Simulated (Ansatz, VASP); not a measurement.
# La2O3 in VASP and in Ansatz

```
CELL_PARAMETERS angstrom
3.94041 0.00000 0.00000
-1.97021 3.41250 0.00000
0.00000 0.00000 6.18752
ATOMIC_POSITIONS crystal
La 0.66667 0.33333 0.75263
La 0.33333 0.66667 0.24737
O 0.66667 0.33333 0.35470
O 0.33333 0.66667 0.64530
O 0.00000 0.00000 0.00000
```

Alike in both runs: functional PBE; k mesh 6 × 6 × 4; occupations gaussian, width 0.02 eV; no spin polarisation.

Ansatz relaxed the structure, and its values are those at the end. VASP's run is a single point on that final structure, the one shown.

|  | VASP | Ansatz |
| --- | --- | --- |
| version | VASP 6.6.1 | Ansatz 0.2.0 |
| potentials or method | VASP PAW PBE potentials, release 64 (La, O), cutoff 520 eV | scalar-relativistic, plane waves, PAW |
| valence electrons in the cell | 40 | 40 |

```tsv
	VASP	Ansatz	Ansatz less VASP
gap on the k mesh at the Fermi level (eV)	3.85	3.83	-0.018
least direct gap on the mesh (eV)	3.98	3.96	-0.012
pressure (GPa)	-0.3	0.0	+0.28
rms of the force components (eV/Å)	0.005	0.000	-0.0048
```

With one functional, cell and mesh, what is left measures potentials, basis and numerics.

Spin-orbit coupling is off throughout.
